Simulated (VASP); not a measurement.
# NiN2 (I4/mmm) in VASP: further runs

The runs below take NiN2 through single point, relaxation of cell and atoms, with PBE.

All numbers are computed with VASP 6.6.1; they aren't measurements. Logs are shortened: lines on timing, memory, paths and dates and some standing lists are left out, and cuts for length are marked.

**1. The cell of the first run**

The structure is tetragonal, space group I4/mmm (No. 139). The conventional cell has a = 3.393 Å, b = 3.393 Å, c = 4.393 Å, α = 90.00°, β = 90.00°, γ = 90.00°. Ni (site symmetry 4/mmm) has 8 N at 2.02 Å within 2.7 Å. Within 2.7 Å of N (site symmetry -4m2) lie 4 Ni at 2.02 Å and 6 N at 2.20 to 2.40 Å.

**2. Single point, PBE**

File INCAR:

```
SYSTEM = NiN2
PREC = Accurate ; ENCUT = 520
EDIFF = 1E-6 ; ISMEAR = 0
SIGMA = 0.1 ; LREAL = .FALSE.
LASPH = .TRUE. ; NELM = 60
ALGO = Normal ; ISIF = 2
LWAVE = .FALSE. ; LCHARG = .TRUE.
GGA = PE ; LELF = .TRUE.
LVHAR = .TRUE. ; NBANDS = 29
```

File KPOINTS:

```
regular mesh
0
G
  6 6 4
  0 0 0
```

File POSCAR:

```
NiN2
1.0
    3.3929869501      0.0000000000      0.0000000000
    0.0000000000      3.3929869501      0.0000000000
    0.0000000000      0.0000000000      4.3934224639
Ni N
2 4
Direct
    0.0000000000      0.0000000000      0.0000000000
    0.5000000000      0.5000000000      0.5000000000
    0.0000000000      0.5000000000      0.2500148503
    0.0000000000      0.5000000000      0.7500148503
    0.5000000000      0.0000000000      0.2499851497
    0.5000000000      0.0000000000      0.7499851497
```

Potentials or basis: VASP PAW PBE potentials, release 64 (Ni, N).

On the command line:

```bash
> cat potpaw_PBE.64/Ni/POTCAR potpaw_PBE.64/N/POTCAR > POTCAR
> mpirun -np 1 vasp_std > vasp.out
```

OUTCAR:

```text
SYSTEM = NiN2
   PREC = Accurate
   ENCUT = 520
   EDIFF = 1E-6
   ISMEAR = 0
   LREAL = .FALSE.
   LASPH = .TRUE.
   NELM = 60
   ISIF = 2
   GGA = PE

 ion  position               nearest neighbor table
   1  0.000  0.000  0.000-   4 2.02   5 2.02   4 2.02   5 2.02   3 2.02   3 2.02   6 2.02   6 2.02

   2  0.500  0.500  0.500-   3 2.02   6 2.02   6 2.02   3 2.02   5 2.02   5 2.02   4 2.02   4 2.02

   3  0.000  0.500  0.250-   2 2.02   2 2.02   1 2.02   1 2.02
   4  0.000  0.500  0.750-   1 2.02   1 2.02   2 2.02   2 2.02
   5  0.500  0.000  0.250-   1 2.02   1 2.02   2 2.02   2 2.02
   6  0.500  0.000  0.750-   2 2.02   2 2.02   1 2.02   1 2.02

  LATTYP: Found a simple tetragonal cell.
 ALAT       =     3.3929869501
 C/A-ratio  =     1.2948539233

  Lattice vectors:

 A1 = (   3.3929869501,   0.0000000000,   0.0000000000)
 A2 = (   0.0000000000,   3.3929869501,   0.0000000000)
 A3 = (   0.0000000000,   0.0000000000,   4.3934224639)

Analysis of symmetry for initial positions (statically):
=====================================================================
 Subroutine PRICEL returns:
 Original cell was already a primitive cell.

 Routine SETGRP: Setting up the symmetry group for a
 simple tetragonal supercell.

 Subroutine GETGRP returns: Found 16 space group operations
 (whereof  8 operations were pure point group operations)
 out of a pool of 16 trial point group operations.

The static configuration has the point symmetry D_2d.
 The point group associated with its full space group is D_4h.

Analysis of symmetry for dynamics (positions and initial velocities):
=====================================================================
 Subroutine PRICEL returns:
 Original cell was already a primitive cell.

 Routine SETGRP: Setting up the symmetry group for a
 simple tetragonal supercell.

 Subroutine GETGRP returns: Found 16 space group operations
 (whereof  8 operations were pure point group operations)
 out of a pool of 16 trial point group operations.

The dynamic configuration has the point symmetry D_2d.
 The point group associated with its full space group is D_4h.

 Subroutine INISYM returns: Found 16 space group operations
 (whereof  8 operations are pure point group operations),
 and found     1 'primitive' translations

----------------------------------------------------------------------------------------

                                     Primitive cell

  volume of cell :      50.5787

  direct lattice vectors                    reciprocal lattice vectors
     3.392986950  0.000000000  0.000000000     0.294725566  0.000000000  0.000000000
     0.000000000  3.392986950  0.000000000     0.000000000  0.294725566  0.000000000
     0.000000000  0.000000000  4.393422464     0.000000000  0.000000000  0.227612985

  length of vectors
     3.392986950  3.392986950  4.393422464     0.294725566  0.294725566  0.227612985

  position of ions in fractional coordinates (direct lattice)
     0.000000000  0.000000000  0.000000000
     0.500000000  0.500000000  0.500000000
     0.000000000  0.500000000  0.250014850
     0.000000000  0.500000000  0.750014850
     0.500000000  0.000000000  0.249985150
     0.500000000  0.000000000  0.749985150

  ion indices of the primitive-cell ions
   primitive index   ion index
                 1           1
                 2           2
                 3           3
                 4           4
                 5           5
                 6           6

----------------------------------------------------------------------------------------

 KPOINTS: regular mesh

Automatic generation of k-mesh.
 Grid dimensions read from file:
 generate k-points for:    6    6    4

 Generating k-lattice:

  Cartesian coordinates                     Fractional coordinates (reciprocal lattice)
     0.049120928  0.000000000  0.000000000     0.166666667  0.000000000  0.000000000
     0.000000000  0.049120928  0.000000000     0.000000000  0.166666667  0.000000000
     0.000000000  0.000000000  0.056903246     0.000000000  0.000000000  0.250000000

  Length of vectors
     0.049120928  0.049120928  0.056903246

  Shift w.r.t. Gamma in fractional coordinates (k-lattice)
     0.000000000  0.000000000  0.000000000

 Subroutine IBZKPT returns following result:
 ===========================================

 Found     30 irreducible k-points:

 Following reciprocal coordinates:
            Coordinates               Weight
  0.000000  0.000000  0.000000      1.000000
  0.166667  0.000000  0.000000      4.000000
  0.333333  0.000000  0.000000      4.000000
  0.500000  0.000000  0.000000      2.000000
  0.166667  0.166667  0.000000      4.000000
  0.333333  0.166667  0.000000      8.000000
[... 16 lines left out ...]
  0.333333  0.000000  0.500000      4.000000
  0.500000  0.000000  0.500000      2.000000
 [... further k-points ...]
   k-points           NKPTS =     30   k-points in BZ     NKDIM =     30   number of bands    NBANDS=     29
   number of dos      NEDOS =    301   number of ions     NIONS =      6
   total plane-waves  NPLWV =  28224
   dimension x,y,z NGX =    28 NGY =   28 NGZ =   36
   dimension x,y,z NGXF=    56 NGYF=   56 NGZF=   72
   ions per type =               2   4
   NGX,Y,Z   is equivalent  to a cutoff of  13.72, 13.72, 13.62 a.u.
   NGXF,Y,Z  is equivalent  to a cutoff of  27.44, 27.44, 27.24 a.u.
 SYSTEM =  NiN2
   PREC   = accura    normal or accurate (medium, high low for compatibility)
   ISTART =      0    job   : 0-new  1-cont  2-samecut
   ICHARG =      2    charge: 1-file 2-atom 10-const
   ISPIN  =      1    spin polarized calculation?
   LNONCOLLINEAR =      F non collinear calculations
   LSORBIT =      F    spin-orbit coupling
   LASPH  =      T    aspherical Exc in radial PAW
   ENCUT  =  520.0 eV  38.22 Ry    6.18 a.u.   6.31  6.31  8.17*2*pi/ulx,y,z
   NELM   =     60;   NELMIN=  2; NELMDL= -5     # of ELM steps
   EDIFF  = 0.1E-05   stopping-criterion for ELM
   LREAL  =      F    real-space projection
   EDIFFG = 0.1E-04   stopping-criterion for IOM
   NSW    =      0    number of steps for IOM
   IBRION =     -1    ionic relax: 0-MD 1-quasi-New 2-CG
   NFREE  =      0    steps in history (QN), initial steepest desc. (CG)
   ISIF   =      2    stress and relaxation
   ISYM   =      2    0-nonsym 1-usesym 2-fastsym
   POTIM  = 0.5000    time-step for ionic-motion
   TEBEG  =    0.0;   TEEND  =   0.0 temperature during run
   PSTRESS=    0.0 pullay stress
   NELECT =      40.0000    total number of electrons
   NUPDOWN=      -1.0000    fix difference up-down
   EMIN   =  10.00;   EMAX   =-10.00  energy-range for DOS
   EFERMI =   0.00;   METHOD = LEGACY
   ISMEAR =     0;   SIGMA  =   0.10  broadening in eV -4-tet -1-fermi 0-gaus
   EFERMI_NEDOS =   21; number of points for ismear=-14 and -15
   IALGO  =     38    algorithm
   IMIX   =      4    mixing-type and parameters
     AMIX     =   0.40;   BMIX     =  1.00
     AMIX_MAG =   1.60;   BMIX_MAG =  1.00
  volume/ion in A,a.u.               =       8.43        56.89
  Fermi-wavevector in a.u.,A,eV,Ry     =   1.513930  2.860912 31.184324  2.291983
  Thomas-Fermi vector in A             =   2.623655
   LORBIT       =      0    0 simple, 1 ext, 2 COOP (PROOUT), +10 PAW based schemes
   GGA     = PE    functional components
   LHFCALC =     F    Hartree Fock is set to
   AEXX    =    0.0000 exact exchange contribution
   IVDW    =     0    specifies the selected vdW correction
   LEPSILON=     F    determine dielectric tensor
   LRPA    =     F    only Hartree local field effects (RPA)
 non-spin polarized calculation
 Gauss-broadening in eV      SIGMA  =   0.10
  energy-cutoff  :      520.00
  volume of cell :       50.58
 maximum number of plane-waves:      1380
 NGX is ok and might be reduce to    28
   NGX = 13   NGY = 13   NGZ = 17

 number of electron      40.0000005 magnetization

 Free energy of the ion-electron system (eV)
  ---------------------------------------------------
  ext. energy  EPLUGINS =         0.00000000
  ---------------------------------------------------
  free energy    TOTEN  =       -35.85783763 eV

  energy without entropy =      -35.83832924  energy(sigma->0) =      -35.84808343

 E-fermi :   7.4080     XC(G=0): -12.6582

 val. band max:        7.4058260857   @ k =   0.5000   0.1667   0.5000
 cond. band min:       7.4099094798   @ k =   0.3333   0.1667   0.0000
 fundamental gap:      0.0040833941
 Fermi energy:         7.4079980606

 k-point     1 :       0.0000    0.0000    0.0000
  band No.  band energies     occupation
      1     -10.7701      2.00000
      2      -6.9783      2.00000
      3      -6.6765      2.00000
      4      -3.0403      2.00000
      5      -1.0383      2.00000
      6       0.7029      2.00000
[... 21 lines left out ...]
     28      17.2522      0.00000
     29      18.6701      0.00000

 k-point     2 :       0.1667    0.0000    0.0000
  band No.  band energies     occupation
      1     -10.5205      2.00000
      2      -6.9409      2.00000
      3      -6.8281      2.00000
      4      -3.6115      2.00000
      5      -0.7879      2.00000
      6       0.7427      2.00000
[... 21 lines left out ...]
     28      17.9038      0.00000
     29      18.6185      0.00000

 k-point     3 :       0.3333    0.0000    0.0000
  band No.  band energies     occupation
      1      -9.8140      2.00000
      2      -7.7153      2.00000
      3      -6.3794      2.00000
      4      -4.6679      2.00000
      5      -0.1426      2.00000
      6       0.7417      2.00000
[... 638 lines left out ...]
      5       1.7062      2.00000
      6       1.7064      2.00000
[... 21 lines left out ...]
     28      18.6881      0.00000
     29      20.0728      0.00000

 k-point    24 :       0.5000    0.0000    0.5000
  band No.  band energies     occupation
      1      -7.8100      2.00000
      2      -7.8100      2.00000
      3      -7.3403      2.00000
      4      -7.3403      2.00000
      5       1.8576      2.00000
      6       1.8576      2.00000
[... 21 lines left out ...]
     28      19.3309      0.00000
     29      20.3957      0.00000

 [... further k-points ...]

------------------------ aborting loop because EDIFF is reached ----------------------------------------

  FORCE on cell =-STRESS in cart. coord.  units (eV):
  Direction    XX          YY          ZZ          XY          YZ          ZX
  --------------------------------------------------------------------------------------
  -------------------------------------------------------------------------------------
  Total        0.1663491      0.1663491     -0.1564413      0.0000000      0.0000000      0.0000000
  in kB        5.2694316      5.2694316     -4.9555804      0.0000000      0.0000000      0.0000000
  external PRESSURE =       1.8610943 kB  Pullay stress =       0.0000000 kB

 VOLUME and BASIS-vectors are now :
 -----------------------------------------------------------------------------
  energy-cutoff  :      520.00
  volume of cell :       50.58
      direct lattice vectors                 reciprocal lattice vectors
     3.392986950  0.000000000  0.000000000     0.294725566  0.000000000  0.000000000
     0.000000000  3.392986950  0.000000000     0.000000000  0.294725566  0.000000000
     0.000000000  0.000000000  4.393422464     0.000000000  0.000000000  0.227612985

 POSITION                                       TOTAL-FORCE (eV/Angst)
 -----------------------------------------------------------------------------------
      0.00000      0.00000      0.00000         0.000000      0.000000      0.000000
      1.69649      1.69649      2.19671        -0.000000      0.000000      0.000000
      0.00000      1.69649      1.09842         0.000000      0.000000     -0.000360
      0.00000      1.69649      3.29513         0.000000      0.000000     -0.000360
      1.69649      0.00000      1.09829         0.000000      0.000000      0.000360
      1.69649      0.00000      3.29500        -0.000000      0.000000      0.000360
 -----------------------------------------------------------------------------------
    total drift:                                0.000000      0.000000      0.000000

  FREE ENERGIE OF THE ION-ELECTRON SYSTEM (eV)
  ---------------------------------------------------
  free  energy   TOTEN  =       -35.8578376261 eV

  energy  without entropy=      -35.8383292377  energy(sigma->0) =      -35.84808343
```

Wall time 29 s (1 thread of Intel Xeon 6975P-C (Granite Rapids), shared host); peak memory 0.18 GiB.

What came out:

```
Free energy            : -35.8578 eV
Pressure               : 0.2 GPa
Band gap on the k mesh : zero (bands 20 and 21 overlap by 1.39 eV)
```

Stress tensor (GPa, compression positive):
```
 0.53  0.00  0.00
 0.00  0.53  0.00
 0.00  0.00 -0.50
```

Levels at points of the mesh, in eV from the Fermi level:
```tsv
k point	band 16	band 17	band 18	band 19	band 20	band 21	band 22	band 23	band 24	band 25
(0.00, 0.00, 0.00)	-1.94	-1.14	-0.28	-0.28	0.78	1.55	1.55	1.64	2.61	2.61
(0.50, 0.00, 0.00)	-2.24	-1.40	-1.40	-1.39	-1.39	0.04	0.04	1.76	1.76	2.83
(0.50, 0.50, 0.00)	-2.49	-2.16	-2.16	-1.17	-1.17	1.72	1.72	2.36	2.36	3.24
(0.00, 0.00, 0.50)	-1.67	-1.67	-1.67	-1.10	-1.10	1.32	1.32	1.67	1.67	1.67
(0.50, 0.00, 0.50)	-2.58	-2.54	-2.54	-1.92	-1.92	-0.61	-0.61	1.47	1.47	1.51
(0.50, 0.50, 0.50)	-2.47	-1.63	-1.63	0.16	0.16	0.16	0.16	1.18	1.18	2.84
```

Caveat: the run has no spin polarisation, though such a crystal can be magnetic. Spin polarisation is off, so any magnetic state and its effect on volume and gap are missing.

[end of part 1 of 2]
